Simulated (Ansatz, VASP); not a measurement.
# Hf: VASP beside Ansatz

```xyz
1
Lattice="0.0000 2.2426 2.2426 2.2426 0.0000 2.2426 2.2426 2.2426 0.0000" Properties=species:S:1:pos:R:3 pbc="T T T"
Hf    0.0000    0.0000    0.0000
```

Alike in both runs: functional PBE; k mesh 16 × 16 × 16; occupations gaussian, width 0.1 eV; no spin polarisation.

Ansatz relaxed the structure, and its values are those at the end. VASP's run is a single point on that final structure, the one shown.

```csv
,VASP,Ansatz
version,VASP 6.6.1,Ansatz 0.2.0
potentials or method,"VASP PAW PBE potentials, release 64 (Hf_pv), cutoff 500 eV","scalar-relativistic, plane waves, PAW"
valence electrons in the cell,10,26
```

|  | VASP | Ansatz | Ansatz less VASP |
| --- | --- | --- | --- |
| gap on the k mesh at the Fermi level (eV) | none | none | - |
| pressure (GPa) | -0.5 | 0.0 | +0.46 |

A gap of «none» marks a metal or a gap that the smearing closes. With one functional, cell and mesh, what is left measures potentials, basis and numerics. VASP's potentials hold 10 valence electrons a cell and Ansatz's 26, so a difference there can come from the potentials and not from the codes.

Spin-orbit coupling is off throughout.
